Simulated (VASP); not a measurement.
Wanted: the native input for a VASP 6.6.1 run.

| Quantity | Value |
| --- | --- |
| Task | single point |
| Functional | LDA |
| Potentials or basis | VASP PAW LDA potentials, release 64 (Sn_d, O) |
| Cutoff | 520 eV |
| k mesh | 10 × 10 × 10 |
| Occupations | gaussian, width 0.05 eV |
| Spin | no spin polarisation |
| Dipole correction | no |
| Further INCAR settings | ALGO = Normal; EDIFF = 1e-06; NBANDS = 35 |

The structure of SnO2 lies in POSCAR:

```
SnO2
1.0
   -1.9563049397      1.9563049397      5.6568513637
    1.9563049397     -1.9563049397      5.6568513637
    1.9563049397      1.9563049397     -5.6568513637
Sn O
2 4
Direct
    0.7500000000      0.2500000000      0.5000000000
    0.0000000000      0.0000000000      0.0000000000
    0.8058601463      0.8058601463      0.0000000000
    0.9441398537      0.4441398537      0.5000000000
    0.1941398537      0.1941398537      0.0000000000
    0.5558601463      0.0558601463      0.5000000000
```

These files were run (other wordings do the same):

INCAR

```
SYSTEM = SnO2
ALGO = Normal
EDIFF = 1E-6
ENCUT = 520
GGA = CA
ISIF = 2
ISMEAR = 0
LASPH = .TRUE.
LCHARG = .FALSE.
LREAL = .FALSE.
LWAVE = .FALSE.
NBANDS = 35
NELM = 60
PREC = Accurate
SIGMA = 0.05
```

KPOINTS

```
k-points
0
G
  10 10 10
  0 0 0
```

Potentials or basis: VASP PAW LDA potentials, release 64 (Sn_d, O).

Command:

```bash
$ cat potpaw_LDA.64/Sn_d/POTCAR potpaw_LDA.64/O/POTCAR > POTCAR
$ mpirun -np 1 vasp_std > vasp.out
```

It gave:

```
Pressure               : -9.4 GPa
Band gap on the k mesh : 0.86 eV (least direct gap 1.04 eV)
```

Caveat: the cell stands under tension; spin-orbit coupling is left out, which moves the levels of the heavy elements.

Run time: 6 min on 1 thread of Intel(R) Xeon(R) 6975P-C (Granite Rapids) (shared host), peak memory 0.41 GiB.
